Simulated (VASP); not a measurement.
Wanted: the native input for a VASP 6.6.1 run.

```
Task                   : single point
Functional             : PBE
Potentials or basis    : VASP PAW PBE potentials, release 64 (Be, Te)
Cutoff                 : 520 eV
k mesh                 : 13 × 13 × 13
Occupations            : fermi-dirac, width 0.1 eV
Spin                   : no spin polarisation
Dipole correction      : no
Further INCAR settings : ALGO = Normal; EDIFF = 1e-07; NBANDS = 11
```

The structure of BeTe (zincblende type) lies in POSCAR:

```
BeTe
1.0
    0.0000000000      2.0868334629      2.0868334629
    2.0868334629      0.0000000000      2.0868334629
    2.0868334629      2.0868334629      0.0000000000
Be Te
1 1
Direct
    0.0000000000      0.0000000000      0.0000000000
    0.2500000000      0.2500000000      0.2500000000
```

This cell differs from its parent crystal: volume scaled by 0.4.

The input as run:

INCAR

```
PREC = Accurate
ENCUT = 520
EDIFF = 1E-7
ISMEAR = -1
SIGMA = 0.1
LREAL = False
LASPH = True
NELM = 60
ALGO = Normal
ISIF = 2
LWAVE = False
LCHARG = True
GGA = PE
LELF = True
LVHAR = True
NBANDS = 11
```

KPOINTS

```
regular mesh
0
Gamma
  13 13 13
```

Potentials or basis: VASP PAW PBE potentials, release 64 (Be, Te).

The run is started by

```sh
$ cat potpaw_PBE.64/Be/POTCAR potpaw_PBE.64/Te/POTCAR > POTCAR
$ mpirun -np 1 vasp_std > vasp.out
```

It gave:

```
Pressure               : 310.6 GPa
Band gap on the k mesh : zero (band 4 reaches 21.20 eV, above the bottom of band 5 at 19.90 eV)
```

Caveat: spin-orbit coupling is left out, which moves the levels of the heavy elements.

Run time: 14 s on 1 thread of Intel(R) Xeon(R) Platinum 8259CL CPU @ 2.50GHz (Skylake/Cascade Lake) (shared host), peak memory 0.15 GiB.
